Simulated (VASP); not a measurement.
Write the native input for VASP 6.6.1 that does the following.

```
Task                   : single point
Functional             : r2SCAN
Potentials or basis    : VASP PAW PBE potentials, release 64 (Ga_d, P)
Cutoff                 : 520 eV
k mesh                 : 8 × 8 × 8
Occupations            : gaussian, width 0.01 eV
Spin                   : no spin polarisation
Dipole correction      : no
Further INCAR settings : ALGO = Normal; EDIFF = 1e-06; NBANDS = 16
```

Crystal: GaP.

```xyz
2
Lattice="0.0000 2.7254 2.7527 2.7254 0.0000 2.7527 2.7254 2.7254 0.0000" Properties=species:S:1:pos:R:3 pbc="T T T"
Ga    0.0000    0.0000    0.0000
P     1.3627    1.3627    1.3763
```

This cell differs from its parent crystal: uniaxial z strain +1.0%.

One way to write it, as run:

POSCAR

```
GaP
1.0
    0.0000000000      2.7253992874      2.7526532803
    2.7253992874      0.0000000000      2.7526532803
    2.7253992874      2.7253992874      0.0000000000
Ga P
1 1
Direct
    0.0000000000      0.0000000000      0.0000000000
    0.2500000000      0.2500000000      0.2500000000
```

INCAR.step1

```
ALGO     = Normal         # electronic algorithm
EDIFF    = 1E-4           # SCF threshold, eV
ENCUT    = 520            # plane-wave cutoff, eV
GGA      = PE             # functional
ISMEAR   = 0              # smearing method
LASPH    = T              # aspherical terms in the spheres
LCHARG   = F              # write CHGCAR
LREAL    = F              # projectors in reciprocal space
LWAVE    = T              # write WAVECAR
NBANDS   = 16             # bands
NELM     = 60             # most SCF steps
PREC     = Accurate       # precision mode
SIGMA    = 0.01           # smearing width, eV
```

INCAR.step2

```
ALGO     = Normal         # electronic algorithm
EDIFF    = 1E-6           # SCF threshold, eV
ENCUT    = 520            # plane-wave cutoff, eV
ISIF     = 2              # what is computed and relaxed
ISMEAR   = 0              # smearing method
ISTART   = 1            
LASPH    = T              # aspherical terms in the spheres
LCHARG   = F              # write CHGCAR
LMIXTAU  = T            
LREAL    = F              # projectors in reciprocal space
LWAVE    = F              # write WAVECAR
METAGGA  = R2SCAN         # meta-GGA
NBANDS   = 16             # bands
NELM     = 60             # most SCF steps
PREC     = Accurate       # precision mode
SIGMA    = 0.01           # smearing width, eV
```

KPOINTS

```
k-points
0
Gamma
  8 8 8
```

Potentials or basis: VASP PAW PBE potentials, release 64 (Ga_d, P).

Launch:

```console
$ cat potpaw_PBE.64/Ga_d/POTCAR potpaw_PBE.64/P/POTCAR > POTCAR
$ cp INCAR.step1 INCAR
$ mpirun -np 1 vasp_std > vasp.out
$ cp INCAR.step2 INCAR
$ mpirun -np 1 vasp_std > vasp.out
```

It gave:

```yaml
Pressure: -0.9 GPa
Band_gap_on_the_k_mesh: 1.87 eV, indirect (least direct gap 2.23 eV)
```

Caveat: the cell differs from its parent crystal (uniaxial z strain +1.0%); the PAW data sets were made with another functional, which shifts forces and pressure a little.

Run time: 110 s on 1 thread of Intel Xeon 6975P-C (shared host), peak memory 0.19 GiB.
